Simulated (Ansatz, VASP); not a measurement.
**Hg: VASP beside Ansatz**

```xyz
3
Lattice="3.1081 -1.7960 -0.0035 3.1081 1.7960 -0.0035 -2.0879 0.0000 8.4025" Properties=species:S:1:pos:R:3 pbc="T T T"
Hg    4.1359    0.0000    2.8192
Hg   -0.0076    0.0000    5.5763
Hg    0.0000    0.0000    0.0000
```

Alike in both runs: functional PBE; k mesh 12 × 12 × 4; occupations gaussian, width 0.02 eV; no spin polarisation.

Ansatz relaxed the structure, and its values are those at the end. VASP's run is a single point on that final structure, the one shown.

|  | VASP | Ansatz |
| --- | --- | --- |
| version | VASP 6.6.1 | Ansatz 0.2.0 |
| potentials or method | VASP PAW PBE potentials, release 64 (Hg), cutoff 500 eV | scalar-relativistic, plane waves, PAW |
| valence electrons in the cell | 36 | 60 |

```tsv
	VASP	Ansatz	Ansatz less VASP
gap on the k mesh at the Fermi level (eV)	0.30	0.29	-0.009
least direct gap on the mesh (eV)	1.17	1.16	-0.010
pressure (GPa)	0.1	0.0	-0.05
```

VASP's potentials hold 36 valence electrons a cell and Ansatz's 60, so a difference there can come from the potentials and not from the codes.

Spin-orbit coupling is off throughout.
